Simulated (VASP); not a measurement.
KCl, 2 atoms in the cell. It takes space group Pm-3m (No. 221, cubic). Conventional cell: a = 3.910 Å, b = 3.910 Å, c = 3.910 Å, α = 90.00°, β = 90.00°, γ = 90.00°. K (site symmetry m-3m) has 8 Cl at 3.39 Å and 6 K at 3.91 Å within 4.5 Å. Within 4.5 Å of Cl (site symmetry m-3m) lie 8 K at 3.39 Å and 6 Cl at 3.91 Å.  This cell differs from its parent crystal: volume changed by +6%.

| Item | Value |
| --- | --- |
| Program | VASP 6.6.1 |
| Task | single point |
| Functional | PBE |
| Potentials or basis | VASP PAW PBE potentials, release 64 (K_sv, Cl) |
| Cutoff | 520 eV |
| k mesh | 6 × 6 × 6 |
| Occupations | gaussian, width 0.01 eV |
| Spin | no spin polarisation |
| Dipole correction | no |
| Further INCAR settings | ALGO = Normal; EDIFF = 1e-07; NBANDS = 15 |

Potentials or basis: VASP PAW PBE potentials, release 64 (K_sv, Cl).

Command:

```sh
$ cat potpaw_PBE.64/K_sv/POTCAR potpaw_PBE.64/Cl/POTCAR > POTCAR
$ mpirun -np 1 vasp_std > vasp.out
```

Hardware: 1 thread of Intel(R) Xeon(R) 6975P-C (Granite Rapids), on a shared host.

Task: How long does it take, and how much memory?

Result: It took 7.5 s on 1 thread of Intel(R) Xeon(R) 6975P-C (Granite Rapids) (shared host), peak memory 0.16 GiB. Counts: scf iterations 13, k points 20.
